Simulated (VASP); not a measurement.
# Rb2Sn (Fm-3m) in VASP: further runs

The runs below take Rb2Sn through single point, relaxation of cell and atoms, with PBE.

All numbers are computed with VASP 6.6.1; they aren't measurements. Logs are shortened: lines on timing, memory, paths and dates and some standing lists are left out, and cuts for length are marked.

## (1) The cell of the first run

The structure is cubic, space group Fm-3m (No. 225). Conventional cell: a = 8.975 Å, b = 8.975 Å, c = 8.975 Å, α = 90.00°, β = 90.00°, γ = 90.00°. Sn (site symmetry m-3m) has 8 Rb at 3.89 Å within 5.1 Å. Within 5.1 Å of Rb (site symmetry -43m) lie 4 Sn at 3.89 Å and 6 Rb at 4.49 Å.

## (2) Single point, PBE

INCAR reads:

```
PREC = Accurate ; ENCUT = 500
EDIFF = 1E-6 ; ISMEAR = 0
SIGMA = 0.1 ; LREAL = False
LASPH = True ; NELM = 120
ALGO = Normal ; ISIF = 2
LWAVE = False ; LCHARG = False
GGA = PE ; NBANDS = 23
GGA_COMPAT = False
```

KPOINTS reads:

```
regular mesh
0
Gamma
  8 8 8
```

POSCAR reads:

```
Rb2Sn
1.0
    0.0000000000      4.4873521306      4.4873521306
    4.4873521306      0.0000000000      4.4873521306
    4.4873521306      4.4873521306      0.0000000000
Sn Rb
1 2
Direct
    0.0000000000      0.0000000000      0.0000000000
    0.2500000000      0.2500000000      0.2500000000
    0.7500000000      0.7500000000      0.7500000000
```

Potentials or basis: VASP PAW PBE potentials, release 64 (Sn_d, Rb_sv).

The run is started by

```bash
$ cat potpaw_PBE.64/Sn_d/POTCAR potpaw_PBE.64/Rb_sv/POTCAR > POTCAR
$ mpirun -np 1 vasp_std > vasp.out
```

OUTCAR:

```text
PREC = Accurate
   ENCUT = 500
   EDIFF = 1E-6
   ISMEAR = 0
   LREAL = False
   LASPH = True
   NELM = 120
   ISIF = 2
   GGA = PE

 ion  position               nearest neighbor table
   1  0.000  0.000  0.000-   3 3.89   3 3.89   3 3.89   2 3.89   3 3.89   2 3.89   2 3.89   2 3.89

   2  0.250  0.250  0.250-   1 3.89   1 3.89   1 3.89   1 3.89   3 4.49   3 4.49   3 4.49   3 4.49
                             3 4.49   3 4.49
   3  0.750  0.750  0.750-   1 3.89   1 3.89   1 3.89   1 3.89   2 4.49   2 4.49   2 4.49   2 4.49
                             2 4.49   2 4.49

  LATTYP: Found a face centered cubic cell.
 ALAT       =     8.9747042612

  Lattice vectors:

 A1 = (   0.0000000000,   4.4873521306,   4.4873521306)
 A2 = (   4.4873521306,   0.0000000000,   4.4873521306)
 A3 = (   4.4873521306,   4.4873521306,   0.0000000000)

Analysis of symmetry for initial positions (statically):
=====================================================================
 Subroutine PRICEL returns:
 Original cell was already a primitive cell.

 Routine SETGRP: Setting up the symmetry group for a
 face centered cubic supercell.

 Subroutine GETGRP returns: Found 48 space group operations
 (whereof 48 operations were pure point group operations)
 out of a pool of 48 trial point group operations.

The static configuration has the point symmetry O_h .

Analysis of symmetry for dynamics (positions and initial velocities):
=====================================================================
 Subroutine PRICEL returns:
 Original cell was already a primitive cell.

 Routine SETGRP: Setting up the symmetry group for a
 face centered cubic supercell.

 Subroutine GETGRP returns: Found 48 space group operations
 (whereof 48 operations were pure point group operations)
 out of a pool of 48 trial point group operations.

The dynamic configuration has the point symmetry O_h .

 Subroutine INISYM returns: Found 48 space group operations
 (whereof 48 operations are pure point group operations),
 and found     1 'primitive' translations

----------------------------------------------------------------------------------------

                                     Primitive cell

  volume of cell :     180.7176

  direct lattice vectors                    reciprocal lattice vectors
     0.000000000  4.487352131  4.487352131    -0.111424284  0.111424284  0.111424284
     4.487352131  0.000000000  4.487352131     0.111424284 -0.111424284  0.111424284
[... 87 lines left out ...]
   EDIFF  = 0.1E-05   stopping-criterion for ELM
   LREAL  =      F    real-space projection
   EDIFFG = 0.1E-04   stopping-criterion for IOM
   NSW    =      0    number of steps for IOM
   IBRION =     -1    ionic relax: 0-MD 1-quasi-New 2-CG
   NFREE  =      0    steps in history (QN), initial steepest desc. (CG)
   ISIF   =      2    stress and relaxation
   ISYM   =      2    0-nonsym 1-usesym 2-fastsym
   POTIM  = 0.5000    time-step for ionic-motion
   TEBEG  =    0.0;   TEEND  =   0.0 temperature during run
   PSTRESS=    0.0 pullay stress
   NELECT =      32.0000    total number of electrons
   NUPDOWN=      -1.0000    fix difference up-down
   EMIN   =  10.00;   EMAX   =-10.00  energy-range for DOS
   EFERMI =   0.00;   METHOD = LEGACY
   ISMEAR =     0;   SIGMA  =   0.10  broadening in eV -4-tet -1-fermi 0-gaus
   EFERMI_NEDOS =   21; number of points for ismear=-14 and -15
   IALGO  =     38    algorithm
   IMIX   =      4    mixing-type and parameters
     AMIX     =   0.40;   BMIX     =  1.00
     AMIX_MAG =   1.60;   BMIX_MAG =  1.00
  volume/ion in A,a.u.               =      60.24       406.51
  Fermi-wavevector in a.u.,A,eV,Ry     =   0.919302  1.737228 11.498493  0.845115
  Thomas-Fermi vector in A             =   2.044480
   LORBIT       =      0    0 simple, 1 ext, 2 COOP (PROOUT), +10 PAW based schemes
   GGA     = PE    functional components
   LHFCALC =     F    Hartree Fock is set to
   AEXX    =    0.0000 exact exchange contribution
   IVDW    =     0    specifies the selected vdW correction
   LEPSILON=     F    determine dielectric tensor
   LRPA    =     F    only Hartree local field effects (RPA)
 non-spin polarized calculation
 Gauss-broadening in eV      SIGMA  =   0.10
  energy-cutoff  :      500.00
  volume of cell :      180.72
 maximum number of plane-waves:      4621
 NGX is ok and might be reduce to    48
   NGX = 23   NGY = 23   NGZ = 23

 number of electron      32.0000009 magnetization

 Free energy of the ion-electron system (eV)
  ---------------------------------------------------
  ext. energy  EPLUGINS =         0.00000000
  ---------------------------------------------------
  free energy    TOTEN  =        -5.26852241 eV

  energy without entropy =       -5.20731022  energy(sigma->0) =       -5.23791631

 E-fermi :   0.5749     XC(G=0):  -6.4832

 val. band max:        0.5730977693   @ k =  -0.1250   0.1250   0.0000
 cond. band min:       0.5848984883   @ k =   0.2500   0.1250   0.0000
 fundamental gap:      0.0118007190
 Fermi energy:         0.5748734625

 k-point     1 :       0.0000    0.0000    0.0000
  band No.  band energies     occupation
      1     -27.1387      2.00000
      2     -27.1189      2.00000
      3     -20.2644      2.00000
      4     -20.2644      2.00000
      5     -20.2644      2.00000
      6     -20.2582      2.00000
[... 613 lines left out ...]
     22       4.9169      0.00000
     23       5.1254      0.00000

 [... further k-points ...]

------------------------ aborting loop because EDIFF is reached ----------------------------------------

  FORCE on cell =-STRESS in cart. coord.  units (eV):
  Direction    XX          YY          ZZ          XY          YZ          ZX
  --------------------------------------------------------------------------------------
  -------------------------------------------------------------------------------------
  Total        0.0035549      0.0035549      0.0035549     -0.0000000     -0.0000000      0.0000000
  in kB        0.0315164      0.0315164      0.0315164     -0.0000000     -0.0000000      0.0000000
  external PRESSURE =       0.0315164 kB  Pullay stress =       0.0000000 kB

 VOLUME and BASIS-vectors are now :
 -----------------------------------------------------------------------------
  energy-cutoff  :      500.00
  volume of cell :      180.72
      direct lattice vectors                 reciprocal lattice vectors
     0.000000000  4.487352131  4.487352131    -0.111424284  0.111424284  0.111424284
     4.487352131  0.000000000  4.487352131     0.111424284 -0.111424284  0.111424284
     4.487352131  4.487352131  0.000000000     0.111424284  0.111424284 -0.111424284

 POSITION                                       TOTAL-FORCE (eV/Angst)
 -----------------------------------------------------------------------------------
      0.00000      0.00000      0.00000         0.000000      0.000000     -0.000000
      2.24368      2.24368      2.24368         0.000000      0.000000      0.000000
      6.73103      6.73103      6.73103        -0.000000     -0.000000     -0.000000
 -----------------------------------------------------------------------------------
    total drift:                               -0.000000     -0.000000      0.000000

  FREE ENERGIE OF THE ION-ELECTRON SYSTEM (eV)
  ---------------------------------------------------
  free  energy   TOTEN  =        -5.2685224099 eV

  energy  without entropy=       -5.2073102192  energy(sigma->0) =       -5.23791631
```

stdout:

```text
POSCAR found type information on POSCAR SnRb
 POSCAR found :  2 types and       3 ions
 scaLAPACK will be used
 LDA part: xc-table for (Slater+PW92), standard interpolation
 POSCAR, INCAR and KPOINTS ok, starting setup
 FFT: planning ... GRIDC
 FFT: planning ... GRID_SOFT
 FFT: planning ... GRID
 WAVECAR not read
 entering main loop
```

Run time: 73 s. Hardware: 1 thread of Intel Xeon 6975P-C (Granite Rapids), shared host; peak memory 0.36 GiB.

What came out:

- Free energy: -5.2685 eV
- Pressure: 0.0 GPa
- Band gap on the k mesh: zero (bands 16 and 17 overlap by 0.15 eV)

Caveat: spin-orbit coupling is left out, which moves the levels of the heavy elements.

## (3) Relaxation of cell and atoms, PBE

This run uses another cell than the first one, of 62.38 Å³/atom.

INCAR reads:

```
SYSTEM = Rb2Sn
ALGO = Normal ; EDIFF = 1E-7
EDIFFG = -0.02 ; ENCUT = 500
GGA = PE ; GGA_COMPAT = .False.
IBRION = 2 ; ISIF = 3
ISMEAR = 0 ; LASPH = .True.
LCHARG = .False. ; LREAL = .False.
LWAVE = .False. ; NELM = 120
NELMIN = 4 ; NSW = 80
PREC = Accurate ; SIGMA = 0.1
```

KPOINTS reads:

```
k-points
0
Gamma
  8 8 8
  0 0 0
```

POSCAR reads:

```
Rb2Sn
1.0
    0.0000000000      4.5400000000      4.5400000000
    4.5400000000      0.0000000000      4.5400000000
    4.5400000000      4.5400000000      0.0000000000
Sn Rb
1 2
Direct
    0.0000000000      0.0000000000      0.0000000000
    0.2500000000      0.2500000000      0.2500000000
    0.7500000000      0.7500000000      0.7500000000
```

Potentials or basis: VASP PAW PBE potentials, release 64 (Sn_d, Rb_sv).

The run is started by

```bash
$ cat potpaw_PBE.64/Sn_d/POTCAR potpaw_PBE.64/Rb_sv/POTCAR > POTCAR
$ mpirun -np 1 vasp_std > vasp.out
```

It took 2.5 min on 1 thread of Intel Xeon 6975P-C (Granite Rapids), shared host; peak memory 0.38 GiB.

Results (log left out):

* Free energy: -5.2690 eV
* Relaxed volume: 60.35 Å³/atom
* Relaxed cell: a = 6.350 Å, b = 6.350 Å, c = 6.350 Å, α = 60.00°, β = 60.00°, γ = 60.00°
* Space group after relaxing (to 0.1 Å): Fm-3m (No. 225)
* Energy gained by relaxing: 1.5 meV/atom
* Ionic steps: 3
* Pressure after relaxing: 0.0 GPa
* Band gap on the k mesh: zero (bands 16 and 17 overlap by 0.15 eV)

Step by step:
```csv
step,energy change (eV),largest force (eV/Å),pressure (GPa),volume (Å³)
1,0.0000,0.0000,-0.22,187.15
2,-0.0026,0.0000,-0.14,184.85
3,-0.0044,0.0000,-0.01,181.04
```

Final structure:
```xyz
3
Lattice="0.0000 4.4900 4.4900 4.4900 0.0000 4.4900 4.4900 4.4900 0.0000" Properties=species:S:1:pos:R:3 pbc="T T T"
Sn    0.0000    0.0000    0.0000
Rb    2.2450    2.2450    2.2450
Rb    6.7350    6.7350    6.7350
```

Levels at points of the mesh, in eV from the Fermi level:
```csv
k point,band 13,band 14,band 15,band 16,band 17,band 18,band 19,band 20
"(0.00, 0.00, 0.00)",-11.76,-6.34,-0.05,-0.05,-0.05,0.91,3.13,3.13
"(0.50, 0.00, 0.00)",-11.82,-6.16,-0.84,0.08,0.08,2.40,3.12,3.26
"(0.50, 0.50, 0.00)",-11.73,-6.11,-0.95,0.10,0.10,1.63,2.52,3.97
```

Caveat: spin-orbit coupling is left out, which moves the levels of the heavy elements.
